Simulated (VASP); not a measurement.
A run of VASP 6.6.1 is set up as follows.

Contents of INCAR:

```
PREC     = Accurate       # precision mode
ENCUT    = 600            # plane-wave cutoff, eV
EDIFF    = 1E-7           # SCF threshold, eV
ISMEAR   = -1             # smearing method
SIGMA    = 0.08           # smearing width, eV
LREAL    = False          # projectors in reciprocal space
LASPH    = True           # aspherical terms in the spheres
NELM     = 150            # most SCF steps
ALGO     = Normal         # electronic algorithm
ISIF     = 3              # what is computed and relaxed
LWAVE    = False          # write WAVECAR
LCHARG   = False          # write CHGCAR
ISPIN    = 2              # spin polarisation
MAGMOM   = 7              # initial moments
LORBIT   = 11             # projections on sites
LMAXMIX  = 6              # l up to which the mixer works
GGA      = PE             # functional
IBRION   = 2              # ionic algorithm
NSW      = 32             # ionic steps
EDIFFG   = -0.005         # ionic threshold
PSTRESS  = 170.0
```

KPOINTS

```
Automatic mesh
0
Gamma
  14 14 14
```

Contents of POSCAR:

```
Eu
1.0
    0.0000000000      2.3249309904      2.3249309904
    2.3249309904      0.0000000000      2.3249309904
    2.3249309904      2.3249309904      0.0000000000
Eu
1
Direct
    0.0000000000      0.0000000000      0.0000000000
```

Potentials or basis: VASP PAW PBE potentials, release 64 (Eu).

Command:

```bash
$ cat potpaw_PBE.64/Eu/POTCAR > POTCAR
$ mpirun -np 1 vasp_std > vasp.out
```

Problem. Predict the site moments.

Solution. Eu +6.67 μB.

Problem. What does it give for the net moment?

Solution. 7.23 μB per cell.

Final structure:
```xyz
1
Lattice="0.0000 2.3249 2.3249 2.3249 0.0000 2.3249 2.3249 2.3249 0.0000" Properties=species:S:1:pos:R:3 pbc="T T T"
Eu    0.0000    0.0000    0.0000
```

Caveat: the cell is relaxed towards a set pressure, so the run minimises the enthalpy, not the energy. The state reached can hang on the start; a lower one may exist.
